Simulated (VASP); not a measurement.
Set up this calculation in VASP 6.6.1, as the native input.

```yaml
Task: single point
Functional: r2SCANh
Potentials_or_basis: VASP PAW PBE potentials, release 64 (Si, O)
Cutoff: 520 eV
k_mesh: 5 × 5 × 5
Occupations: fermi-dirac, width 0.05 eV
Spin: no spin polarisation
Dipole_correction: no
Grid_for_exact_exchange_PRECFOCK: Normal
Further_INCAR_settings: ALGO = Normal; EDIFF = 1e-06; NBANDS = 12
Share_of_exact_exchange: 0.1
```

SiO:

```
Si O
1.0
     2.80697    0.00000    0.00000
     0.00000    2.80697    0.00000
     0.00000    0.00000    2.80697
Si O
1 1
Direct
  0.00000 0.00000 0.00000
  0.50000 0.50000 0.50000
```

The input as run:

POSCAR

```
SiO
1.0
    2.8069700000      0.0000000000      0.0000000000
    0.0000000000      2.8069700000      0.0000000000
    0.0000000000      0.0000000000      2.8069700000
Si O
1 1
Direct
    0.0000000000      0.0000000000      0.0000000000
    0.5000000000      0.5000000000      0.5000000000
```

INCAR.step1

```
SYSTEM = SiO
PREC = Accurate ; ENCUT = 520
EDIFF = 1E-5 ; ISMEAR = -1
SIGMA = 0.05 ; LREAL = .False.
LASPH = .True. ; NELM = 100
ALGO = Normal ; ISIF = 2
LWAVE = .True. ; GGA = PE
NBANDS = 12
```

INCAR.step2

```
SYSTEM = SiO
PREC = Accurate ; ENCUT = 520
EDIFF = 1E-6 ; ISMEAR = -1
SIGMA = 0.05 ; LREAL = .False.
LASPH = .True. ; NELM = 100
ALGO = Normal ; ISIF = 2
LWAVE = .False. ; LCHARG = .True.
METAGGA = R2SCAN ; LHFCALC = .True.
AEXX = 0.1 ; LMIXTAU = .True.
PRECFOCK = Normal ; LELF = .True.
LVHAR = .True. ; ISTART = 1
NBANDS = 12
```

KPOINTS

```
regular mesh
0
Gamma
  5 5 5
  0 0 0
```

Potentials or basis: VASP PAW PBE potentials, release 64 (Si, O).

Run with:

```sh
$ cat potpaw_PBE.64/Si/POTCAR potpaw_PBE.64/O/POTCAR > POTCAR
$ cp INCAR.step1 INCAR
$ mpirun -np 1 vasp_std > vasp.out
$ cp INCAR.step2 INCAR
$ mpirun -np 1 vasp_std > vasp.out
```

It gave:

```json
{
  "Pressure": "0.6 GPa",
  "Band gap on the k mesh": "0.92 eV (least direct gap 2.40 eV)"
}
```

Caveat: the k points lie up to 0.45 Å⁻¹ apart; the PAW data sets were made with another functional, which shifts forces and pressure a little; an odd mesh through Γ misses points on the zone boundary, where band edges can lie.

It took 94 s on 1 thread of AMD EPYC 9R14 (Zen 4) (shared host), peak memory 0.11 GiB.
